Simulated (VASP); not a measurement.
# W3C in VASP: a series of runs, part 2 of 3

VASP 6.6.1. Earlier steps stand in the parts before.

### Step 3. Single point, PBE

INCAR reads:

```
SYSTEM = W3C
PREC = Accurate ; ENCUT = 520
EDIFF = 1E-6 ; ISMEAR = 0
SIGMA = 0.1 ; LREAL = .FALSE.
LASPH = .TRUE. ; NELM = 60
ALGO = Normal ; ISIF = 2
LWAVE = .FALSE. ; LCHARG = .FALSE.
LDIPOL = .TRUE. ; IDIPOL = 3
DIPOL = 0.5 0.5 0.359 ; GGA = PE
NBANDS = 31
```

KPOINTS reads:

```
Automatic mesh
0
G
  9 9 1
  0 0 0
```

POSCAR reads:

```
W3C
1.0
    2.8545944806      0.0000000000      0.0000000000
   -1.4272972403      2.4721513377      0.0000000000
    0.0000000000      0.0000000000     21.6971108210
W C
3 1
Direct
    0.6666666667      0.3333333333      0.1843563428
    0.3333333333      0.6666666667      0.2926027619
    0.0000000000      0.0000000000      0.4008418859
    0.0000000000      0.0000000000      0.5589274499
```

Potentials or basis: VASP PAW PBE potentials, release 64 (W_sv, C).

Launch:

```console
$ cat potpaw_PBE.64/W_sv/POTCAR potpaw_PBE.64/C/POTCAR > POTCAR
$ mpirun -np 1 vasp_std > vasp.out
```

OUTCAR:

```text
SYSTEM = W3C
   PREC = Accurate
   ENCUT = 520
   EDIFF = 1E-6
   ISMEAR = 0
   LREAL = .FALSE.
   LASPH = .TRUE.
   NELM = 60
   ISIF = 2
   GGA = PE

 ion  position               nearest neighbor table
   1  0.667  0.333  0.184-   2 2.87   2 2.87   2 2.87
   2  0.333  0.667  0.293-   3 2.87   3 2.87   3 2.87   1 2.87   1 2.87   1 2.87
   3  0.000  0.000  0.401-   2 2.87   2 2.87   2 2.87
   4  0.000  0.000  0.559-

  LATTYP: Found a hexagonal cell.
 ALAT       =     2.8545944806
 C/A-ratio  =     7.6007681541

  Lattice vectors:

 A1 = (   2.8545944806,   0.0000000000,   0.0000000000)
 A2 = (  -1.4272972403,   2.4721513377,   0.0000000000)
 A3 = (   0.0000000000,   0.0000000000,  21.6971108210)

Analysis of symmetry for initial positions (statically):
=====================================================================
 Subroutine PRICEL returns:
 Original cell was already a primitive cell.

 Routine SETGRP: Setting up the symmetry group for a
 hexagonal supercell.

 Subroutine GETGRP returns: Found  6 space group operations
 (whereof  6 operations were pure point group operations)
 out of a pool of 24 trial point group operations.

The static configuration has the point symmetry C_3v.

Analysis of symmetry for dynamics (positions and initial velocities):
=====================================================================
 Subroutine PRICEL returns:
 Original cell was already a primitive cell.

 Routine SETGRP: Setting up the symmetry group for a
 hexagonal supercell.

 Subroutine GETGRP returns: Found  6 space group operations
 (whereof  6 operations were pure point group operations)
 out of a pool of 24 trial point group operations.

The dynamic configuration has the point symmetry C_3v.

 Subroutine INISYM returns: Found  6 space group operations
 (whereof  6 operations are pure point group operations),
 and found     1 'primitive' translations

[... 110 lines left out ...]
   GGA     = PE    functional components
   LHFCALC =     F    Hartree Fock is set to
   AEXX    =    0.0000 exact exchange contribution
   IVDW    =     0    specifies the selected vdW correction
   LEPSILON=     F    determine dielectric tensor
   LRPA    =     F    only Hartree local field effects (RPA)
 non-spin polarized calculation
 Gauss-broadening in eV      SIGMA  =   0.10
  energy-cutoff  :      520.00
  volume of cell :      153.12
 maximum number of plane-waves:      4147
 NGX is ok and might be reduce to    24
   NGX = 11   NGY = 11   NGZ = 81

 dipolmoment           0.000000      0.000000     -0.000181 electrons x Angstroem

 number of electron      45.9999997 magnetization

 dipolmoment           0.000000      0.000000      0.032361 electrons x Angstroem

 Free energy of the ion-electron system (eV)
  ---------------------------------------------------
  ext. energy  EPLUGINS =         0.00000000
  ---------------------------------------------------
  free energy    TOTEN  =       -37.87202444 eV

  energy without entropy =      -37.83398048  energy(sigma->0) =      -37.85300246

 E-fermi :   0.3405     XC(G=0):  -6.3607

 val. band max:        0.3337476286   @ k =   0.3333   0.1111   0.0000
 cond. band min:       0.3820400361   @ k =   0.2222   0.0000   0.0000
 fundamental gap:      0.0482924074
 Fermi energy:         0.3404653978

 k-point     1 :       0.0000    0.0000    0.0000
  band No.  band energies     occupation
      1     -73.4963      2.00000
      2     -73.4087      2.00000
      3     -73.3542      2.00000
      4     -38.0976      2.00000
      5     -37.7624      2.00000
      6     -37.3181      2.00000
[... 397 lines left out ...]
     30       3.5981      0.00000
     31       4.4469      0.00000

------------------------ aborting loop because EDIFF is reached ----------------------------------------

 vacuum level on the upper side and lower side of the slab       (xc-potential included)         0.198        -0.584

  FORCE on cell =-STRESS in cart. coord.  units (eV):
  Direction    XX          YY          ZZ          XY          YZ          ZX
  --------------------------------------------------------------------------------------
  -------------------------------------------------------------------------------------
  Total       -9.9204917     -9.9204917     -2.3062967      0.0000000      0.0000000      0.0000000
  in kB     -103.8059860   -103.8059860    -24.1326141      0.0000000      0.0000000      0.0000000
  external PRESSURE =     -77.2481954 kB  Pullay stress =       0.0000000 kB

 VOLUME and BASIS-vectors are now :
 -----------------------------------------------------------------------------
  energy-cutoff  :      520.00
  volume of cell :      153.12
      direct lattice vectors                 reciprocal lattice vectors
     2.854594481  0.000000000  0.000000000     0.350312455  0.202252990  0.000000000
    -1.427297240  2.472151338  0.000000000     0.000000000  0.404505980  0.000000000
     0.000000000  0.000000000 21.697110821     0.000000000  0.000000000  0.046089086

 POSITION                                       TOTAL-FORCE (eV/Angst)
 -----------------------------------------------------------------------------------
      1.42730      0.82405      4.00000        -0.000000      0.000000     -0.053964
     -0.00000      1.64810      6.34863         0.000000     -0.000000      0.058960
      0.00000      0.00000      8.69711        -0.000000      0.000000      0.689245
      0.00000      0.00000     12.12711        -0.000000      0.000000     -0.694242
 -----------------------------------------------------------------------------------
    total drift:                               -0.000000     -0.000000     -0.000499

  FREE ENERGIE OF THE ION-ELECTRON SYSTEM (eV)
  ---------------------------------------------------
  free  energy   TOTEN  =       -37.8720244404 eV

  energy  without entropy=      -37.8339804769  energy(sigma->0) =      -37.85300246

 vacuum level on the upper side and lower side of the slab         6.133         5.319
```

OSZICAR:

```text
N       E                     dE             d eps       ncg     rms          rms(c)
DAV:   1     0.496931185530E+03    0.49693E+03   -0.28080E+04   864   0.140E+03
DAV:   2    -0.207012795152E+02   -0.51763E+03   -0.50546E+03   889   0.427E+02
DAV:   3    -0.396606946156E+02   -0.18959E+02   -0.18239E+02   924   0.831E+01
[... 30 lines left out ...]
DAV:  34    -0.378720192847E+02   -0.30100E-05   -0.54607E-06   799   0.658E-03    0.413E-03
DAV:  35    -0.378720212460E+02   -0.19613E-05   -0.23554E-07   414   0.265E-03    0.385E-03
DAV:  36    -0.378720231042E+02   -0.18582E-05   -0.81432E-07   415   0.256E-03    0.195E-03
DAV:  37    -0.378720243631E+02   -0.12588E-05   -0.40972E-07   407   0.127E-03    0.390E-03
DAV:  38    -0.378720244404E+02   -0.77336E-07   -0.75786E-07   393   0.123E-03
   1 F= -.37872024E+02 E0= -.37853002E+02  d E =-.380440E-01
```

Run time: 4.3 min. Hardware: 1 thread of Intel Xeon 8259CL, shared host; peak memory 0.31 GiB.

Results:

```yaml
Free_energy: -37.8720 eV
Largest_force: 0.694 eV/Å
Band_gap_on_the_k_mesh: zero (bands 23 and 24 overlap by 1.01 eV)
```

Forces in eV/Å, atoms in the order of the input:
```
W    0.000  0.000 -0.054
W    0.000  0.000  0.059
W    0.000  0.000  0.689
C    0.000  0.000 -0.694
```

Caveat: spin-orbit coupling is left out, which moves the levels of the heavy elements.

### Step 4. Single point, PBE

INCAR reads:

```
SYSTEM = W3C
ALGO = Normal
DIPOL = 0.5 0.5 0.344
EDIFF = 1E-6
ENCUT = 520
GGA = PE
IDIPOL = 3
ISIF = 2
ISMEAR = 0
LASPH = .True.
LCHARG = .False.
LDIPOL = .True.
LREAL = .False.
LWAVE = .False.
NBANDS = 31
NELM = 60
PREC = Accurate
SIGMA = 0.1
```

KPOINTS reads:

```
k-points
0
Gamma
  9 9 1
  0 0 0
```

Changes to POSCAR since step 3:

```diff
@@ -11,2 +11,2 @@
     0.0000000000      0.0000000000      0.4008418859
-    0.0000000000      0.0000000000      0.5589274499
+    0.3333333333     -0.3333333333      0.4980898568
```

Potentials or basis: VASP PAW PBE potentials, release 64 (W_sv, C).

Launch:

```console
$ cat potpaw_PBE.64/W_sv/POTCAR potpaw_PBE.64/C/POTCAR > POTCAR
$ mpirun -np 1 vasp_std > vasp.out
```

OUTCAR:

```text
SYSTEM = W3C
   EDIFF = 1E-6
   ENCUT = 520
   GGA = PE
   ISIF = 2
   ISMEAR = 0
   LASPH = .True.
   LREAL = .False.
   NELM = 60
   PREC = Accurate

 ion  position               nearest neighbor table
   1  0.667  0.333  0.184-   2 2.87   2 2.87   2 2.87
   2  0.333  0.667  0.293-   3 2.87   3 2.87   3 2.87   1 2.87   1 2.87   1 2.87
   3  0.000  0.000  0.401-   4 2.68   4 2.68   4 2.68   2 2.87   2 2.87   2 2.87
   4  0.333  0.667  0.498-   3 2.68   3 2.68   3 2.68

  LATTYP: Found a hexagonal cell.
 ALAT       =     2.8545944806
 C/A-ratio  =     7.6007681541

  Lattice vectors:

 A1 = (   2.8545944806,   0.0000000000,   0.0000000000)
 A2 = (  -1.4272972403,   2.4721513377,   0.0000000000)
 A3 = (   0.0000000000,   0.0000000000,  21.6971108210)

Analysis of symmetry for initial positions (statically):
=====================================================================
 Subroutine PRICEL returns:
 Original cell was already a primitive cell.

 Routine SETGRP: Setting up the symmetry group for a
 hexagonal supercell.

 Subroutine GETGRP returns: Found  6 space group operations
 (whereof  6 operations were pure point group operations)
 out of a pool of 24 trial point group operations.

The static configuration has the point symmetry C_3v.

Analysis of symmetry for dynamics (positions and initial velocities):
=====================================================================
 Subroutine PRICEL returns:
 Original cell was already a primitive cell.

 Routine SETGRP: Setting up the symmetry group for a
 hexagonal supercell.

 Subroutine GETGRP returns: Found  6 space group operations
 (whereof  6 operations were pure point group operations)
 out of a pool of 24 trial point group operations.

The dynamic configuration has the point symmetry C_3v.

 Subroutine INISYM returns: Found  6 space group operations
 (whereof  6 operations are pure point group operations),
 and found     1 'primitive' translations

----------------------------------------------------------------------------------------

                                     Primitive cell

  volume of cell :     153.1163

  direct lattice vectors                    reciprocal lattice vectors
     2.854594481  0.000000000  0.000000000     0.350312455  0.202252990  0.000000000
    -1.427297240  2.472151338  0.000000000     0.000000000  0.404505980  0.000000000
     0.000000000  0.000000000 21.697110821     0.000000000  0.000000000  0.046089086

  length of vectors
     2.854594481  2.854594481 21.697110821     0.404505980  0.404505980  0.046089086

  position of ions in fractional coordinates (direct lattice)
     0.666666667  0.333333333  0.184356343
     0.333333333  0.666666667  0.292602762
     0.000000000  0.000000000  0.400841886
     0.333333333  0.666666667  0.498089857

  ion indices of the primitive-cell ions
   primitive index   ion index
                 1           1
                 2           2
                 3           3
                 4           4

----------------------------------------------------------------------------------------

 KPOINTS: k-points
[... 31 lines left out ...]
  0.222222  0.111111  0.000000     12.000000
  0.333333  0.111111  0.000000     12.000000
  0.444444  0.111111  0.000000      6.000000
  0.222222  0.222222  0.000000      6.000000
  0.333333  0.222222  0.000000     12.000000
  0.333333  0.333333  0.000000      2.000000
   k-points           NKPTS =     12   k-points in BZ     NKDIM =     12   number of bands    NBANDS=     31
   number of dos      NEDOS =    301   number of ions     NIONS =      4
   total plane-waves  NPLWV =  93312
   dimension x,y,z NGX =    24 NGY =   24 NGZ =  162
   dimension x,y,z NGXF=    48 NGYF=   48 NGZF=  324
   ions per type =               3   1
   NGX,Y,Z   is equivalent  to a cutoff of  13.98, 13.98, 12.41 a.u.
   NGXF,Y,Z  is equivalent  to a cutoff of  27.95, 27.95, 24.83 a.u.
 SYSTEM =  W3C
   PREC   = accura    normal or accurate (medium, high low for compatibility)
   ISTART =      0    job   : 0-new  1-cont  2-samecut
   ICHARG =      2    charge: 1-file 2-atom 10-const
   ISPIN  =      1    spin polarized calculation?
   LNONCOLLINEAR =      F non collinear calculations
   LSORBIT =      F    spin-orbit coupling
   LASPH  =      T    aspherical Exc in radial PAW
   ENCUT  =  520.0 eV  38.22 Ry    6.18 a.u.   5.31  5.31 40.34*2*pi/ulx,y,z
   NELM   =     60;   NELMIN=  2; NELMDL= -5     # of ELM steps
   EDIFF  = 0.1E-05   stopping-criterion for ELM
   LREAL  =      F    real-space projection
   EDIFFG = 0.1E-04   stopping-criterion for IOM
   NSW    =      0    number of steps for IOM
   IBRION =     -1    ionic relax: 0-MD 1-quasi-New 2-CG
   NFREE  =      0    steps in history (QN), initial steepest desc. (CG)
   ISIF   =      2    stress and relaxation
   ISYM   =      2    0-nonsym 1-usesym 2-fastsym
   POTIM  = 0.5000    time-step for ionic-motion
   TEBEG  =    0.0;   TEEND  =   0.0 temperature during run
   PSTRESS=    0.0 pullay stress
   NELECT =      46.0000    total number of electrons
   NUPDOWN=      -1.0000    fix difference up-down
   EMIN   =  10.00;   EMAX   =-10.00  energy-range for DOS
   EFERMI =   0.00;   METHOD = LEGACY
   ISMEAR =     0;   SIGMA  =   0.10  broadening in eV -4-tet -1-fermi 0-gaus
   EFERMI_NEDOS =   21; number of points for ismear=-14 and -15
   IALGO  =     38    algorithm
   IMIX   =      4    mixing-type and parameters
     AMIX     =   0.40;   BMIX     =  1.00
     AMIX_MAG =   1.60;   BMIX_MAG =  1.00
  volume/ion in A,a.u.               =      38.28       258.32
  Fermi-wavevector in a.u.,A,eV,Ry     =   1.096445  2.071981 16.356820  1.202192
  Thomas-Fermi vector in A             =   2.232787
   LORBIT       =      0    0 simple, 1 ext, 2 COOP (PROOUT), +10 PAW based schemes
   GGA     = PE    functional components
   LHFCALC =     F    Hartree Fock is set to
   AEXX    =    0.0000 exact exchange contribution
   IVDW    =     0    specifies the selected vdW correction
   LEPSILON=     F    determine dielectric tensor
   LRPA    =     F    only Hartree local field effects (RPA)
 non-spin polarized calculation
 Gauss-broadening in eV      SIGMA  =   0.10
  energy-cutoff  :      520.00
  volume of cell :      153.12
 maximum number of plane-waves:      4147
 NGX is ok and might be reduce to    24
   NGX = 11   NGY = 11   NGZ = 81

 dipolmoment           0.000000      0.000000     -0.018372 electrons x Angstroem

 number of electron      45.9999997 magnetization

 dipolmoment           0.000000      0.000000      0.082645 electrons x Angstroem

 Free energy of the ion-electron system (eV)
  ---------------------------------------------------
  ext. energy  EPLUGINS =         0.00000000
  ---------------------------------------------------
  free energy    TOTEN  =       -40.31012679 eV

  energy without entropy =      -40.28743992  energy(sigma->0) =      -40.29878335

 E-fermi :  -0.0926     XC(G=0):  -6.0054

 val. band max:       -0.1432933511   @ k =   0.3333   0.0000   0.0000
 cond. band min:      -0.0558195510   @ k =   0.1111   0.0000   0.0000
 fundamental gap:      0.0874738001
 Fermi energy:        -0.0925946315

 k-point     1 :       0.0000    0.0000    0.0000
  band No.  band energies     occupation
      1     -73.9644      2.00000
      2     -73.7723      2.00000
      3     -73.7215      2.00000
      4     -38.4555      2.00000
      5     -38.1226      2.00000
      6     -37.6847      2.00000
[... 397 lines left out ...]
     30       3.7824      0.00000
     31       4.1846      0.00000

------------------------ aborting loop because EDIFF is reached ----------------------------------------

 vacuum level on the upper side and lower side of the slab       (xc-potential included)         1.021        -1.044

  FORCE on cell =-STRESS in cart. coord.  units (eV):
  Direction    XX          YY          ZZ          XY          YZ          ZX
  --------------------------------------------------------------------------------------
  -------------------------------------------------------------------------------------
  Total       -8.5420233     -8.5420233     -4.3577690      0.0000000     -0.0000000     -0.0000000
  in kB      -89.3819756    -89.3819756    -45.5987987      0.0000000     -0.0000000     -0.0000000
  external PRESSURE =     -74.7875833 kB  Pullay stress =       0.0000000 kB

 VOLUME and BASIS-vectors are now :
 -----------------------------------------------------------------------------
  energy-cutoff  :      520.00
  volume of cell :      153.12
      direct lattice vectors                 reciprocal lattice vectors
     2.854594481  0.000000000  0.000000000     0.350312455  0.202252990  0.000000000
    -1.427297240  2.472151338  0.000000000     0.000000000  0.404505980  0.000000000
     0.000000000  0.000000000 21.697110821     0.000000000  0.000000000  0.046089086

 POSITION                                       TOTAL-FORCE (eV/Angst)
 -----------------------------------------------------------------------------------
      1.42730      0.82405      4.00000        -0.000000     -0.000000     -0.142346
     -0.00000      1.64810      6.34863         0.000000      0.000000     -0.110143
      0.00000      0.00000      8.69711         0.000000      0.000000      2.740485
     -0.00000      1.64810     10.80711        -0.000000      0.000000     -2.487996
 -----------------------------------------------------------------------------------
    total drift:                                0.000000     -0.000000     -0.000648

  FREE ENERGIE OF THE ION-ELECTRON SYSTEM (eV)
  ---------------------------------------------------
  free  energy   TOTEN  =       -40.3101267886 eV

  energy  without entropy=      -40.2874399163  energy(sigma->0) =      -40.29878335

 vacuum level on the upper side and lower side of the slab         7.032         4.914
```

OSZICAR:

```text
N       E                     dE             d eps       ncg     rms          rms(c)
DAV:   1     0.500525912461E+03    0.50053E+03   -0.28239E+04   872   0.140E+03
DAV:   2    -0.230418855058E+02   -0.52357E+03   -0.51189E+03   882   0.429E+02
DAV:   3    -0.423253053494E+02   -0.19283E+02   -0.18510E+02   947   0.841E+01
[... 21 lines left out ...]
DAV:  25    -0.403101114298E+02   -0.10180E-04   -0.11702E-06   603   0.488E-03    0.300E-03
DAV:  26    -0.403101171504E+02   -0.57207E-05   -0.21151E-07   506   0.266E-03    0.189E-03
DAV:  27    -0.403101229559E+02   -0.58055E-05   -0.31348E-07   523   0.209E-03    0.115E-03
DAV:  28    -0.403101259564E+02   -0.30005E-05   -0.12239E-07   472   0.165E-03    0.523E-04
DAV:  29    -0.403101267886E+02   -0.83224E-06   -0.26428E-08   421   0.736E-04
   1 F= -.40310127E+02 E0= -.40298783E+02  d E =-.226869E-01
```

stdout:

```text
POSCAR found type information on POSCAR W C
 POSCAR found :  2 types and       4 ions
 scaLAPACK will be used
 LDA part: xc-table for (Slater+PW92), standard interpolation
 POSCAR, INCAR and KPOINTS ok, starting setup
 FFT: planning ... GRIDC
 FFT: planning ... GRID_SOFT
 FFT: planning ... GRID
 WAVECAR not read
 entering main loop
```

Wall time 3 min (1 thread of Intel Xeon 8259CL, shared host); peak memory 0.3 GiB.

What came out:

- Free energy: -40.3101 eV
- Largest force: 2.740 eV/Å
- Band gap on the k mesh: zero (bands 23 and 24 overlap by 0.83 eV)

Forces in eV/Å, atoms in the order of the input:
```
W    0.000  0.000 -0.142
W    0.000  0.000 -0.110
W    0.000  0.000  2.740
C    0.000  0.000 -2.488
```

Caveat: spin-orbit coupling is left out, which moves the levels of the heavy elements.

(Continued in part 3 of 3.)
